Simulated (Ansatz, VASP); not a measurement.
**Zn: VASP beside Ansatz**

```
CELL_PARAMETERS angstrom
0.00000 1.94067 1.94067
1.94067 0.00000 1.94067
1.94067 1.94067 0.00000
ATOMIC_POSITIONS crystal
Zn 0.00000 0.00000 0.00000
```

Alike in both runs: task single point; functional RPBE; k mesh 15 × 15 × 15; occupations fermi-dirac, width 0.1 eV; no spin polarisation.

|  | VASP | Ansatz |
| --- | --- | --- |
| version | VASP 6.6.1 | Ansatz 0.2.0 |
| potentials or method | VASP PAW PBE potentials, release 64 (Zn), cutoff 520 eV | plane waves (420 eV) with PAW, scalar-relativistic |
| valence electrons in the cell | 12 | 12 |

|  | VASP | Ansatz | Ansatz less VASP |
| --- | --- | --- | --- |
| pressure (GPa) | 6.3 | 6.0 | -0.37 |

VASP's potentials were made for PBE, not for RPBE.
